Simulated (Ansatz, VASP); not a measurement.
Two plane-wave programs on Co2Sn

Contents of INCAR:

```
SYSTEM = Co2Sn
ALGO = Normal ; EDIFF = 1E-6
ENCUT = 520 ; GGA = PE
ISIF = 2 ; ISMEAR = 0
ISPIN = 2 ; LASPH = .True.
LCHARG = .False. ; LMAXMIX = 4
LORBIT = 11 ; LREAL = .False.
LWAVE = .False. ; MAGMOM = 3 3 3 3 0 0
NBANDS = 45 ; NELM = 150
PREC = Accurate ; SIGMA = 0.1
```

The input KPOINTS:

```
k-points
0
Gamma
  6 6 2
  0 0 0
```

File POSCAR:

```
Co2Sn
1.0
    4.0112417300      0.0000000000      0.0000000000
   -2.0056208700      3.4738372400      0.0000000000
    0.0000000000      0.0000000000      7.9357295600
Co Sn
4 2
Direct
    0.5000000000      0.0000000000      0.5000000000
    0.0000000000      0.5000000000      0.5000000000
    0.5000000000      0.5000000000      0.5000000000
    0.0000000000      0.0000000000      0.5000000000
    0.0000000000      0.0000000000      0.1818925800
    0.0000000000      0.0000000000      0.8181074200
```

Input for Ansatz:

```yaml
crystal:
  lattice:
    - [4.01124173, 0.0, 0.0]
    - [-2.00562087, 3.47383724, 0.0]
    - [0.0, 0.0, 7.93572956]
  atoms:
    - { symbol: Co, position: [0.5, 0.0, 0.5], spin: 3.0 }
    - { symbol: Co, position: [0.0, 0.5, 0.5], spin: 3.0 }
    - { symbol: Co, position: [0.5, 0.5, 0.5], spin: 3.0 }
    - { symbol: Co, position: [0.0, 0.0, 0.5], spin: 3.0 }
    - { symbol: Sn, position: [0.0, 0.0, 0.18189258] }
    - { symbol: Sn, position: [0.0, 0.0, 0.81810742] }
basis:
  ecutwfc: 420
kpoints:
  mp_grid: { grid: [6, 6, 2] }
hamiltonian:
  xc: pbe
scf:
  occupations: { method: gaussian, width: 0.1 }
  lower_state_search: "off"
output:
  forces: true
  stress: true
  eigenvalues: true
  populations: true
magnetization:
  spin_polarized: true
```

Alike in both runs: task single point; functional PBE; k mesh 6 × 6 × 2; occupations gaussian, width 0.1 eV; collinear spin.

```csv
,VASP,Ansatz
version,VASP 6.6.1,Ansatz 0.2.0
potentials or method,"VASP PAW PBE potentials, release 64 (Co, Sn_d), cutoff 520 eV","scalar-relativistic, plane waves, PAW"
valence electrons in the cell,64,96
```

|  | VASP | Ansatz | Ansatz less VASP |
| --- | --- | --- | --- |
| gap on the k mesh at the Fermi level (eV) | none | none | - |
| rms of the force components (eV/Å) | 0.319 | 0.315 | -0.0037 |
| net moment per atom (μB) | 0.59 | 0.59 | +0.002 |
| size of the moment on the site where the two differ most (μB) | 0.67 | 0.70 | +0.029 |

Site moments also hang on the region over which each program counts them. Atom by atom the forces differ by 0.004 eV/Å (rms over components). A gap of «none» marks a metal or a gap that the smearing closes. VASP's potentials hold 64 valence electrons a cell and Ansatz's 96, so a difference there can come from the potentials and not from the codes.

The k mesh is coarse, so the values compare programs but aren't converged.
